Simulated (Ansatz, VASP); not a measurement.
**One calculation of Au, two programs**

```
CELL_PARAMETERS angstrom
2.65300 0.00000 0.00000
0.00000 2.65300 0.00000
0.00000 0.00000 2.65300
ATOMIC_POSITIONS crystal
Au 0.00000 0.00000 0.00000
```

Change from the starting cell: volume scaled by 0.9, PAW files.

Alike in both runs: task single point; functional PBE; k mesh 14 × 14 × 14; occupations fermi-dirac, width 0.1 eV; no spin polarisation.

|  | VASP | Ansatz |
| --- | --- | --- |
| version | VASP 6.6.1 | Ansatz 0.2.0 |
| potentials or method | VASP PAW PBE potentials, release 64 (Au) | PAW with Ansatz's default frozen-core files, scalar-relativistic |
| plane-wave cutoff (eV) | 520 | 420 |
| valence electrons in the cell | 11 | 19 |

|  | VASP | Ansatz | Ansatz less VASP |
| --- | --- | --- | --- |
| pressure (GPa) | 14.6 | 14.9 | +0.29 |

VASP's potentials hold 11 valence electrons a cell and Ansatz's 19, so a difference there can come from the potentials and not from the codes.

Neither program's run includes spin-orbit coupling.
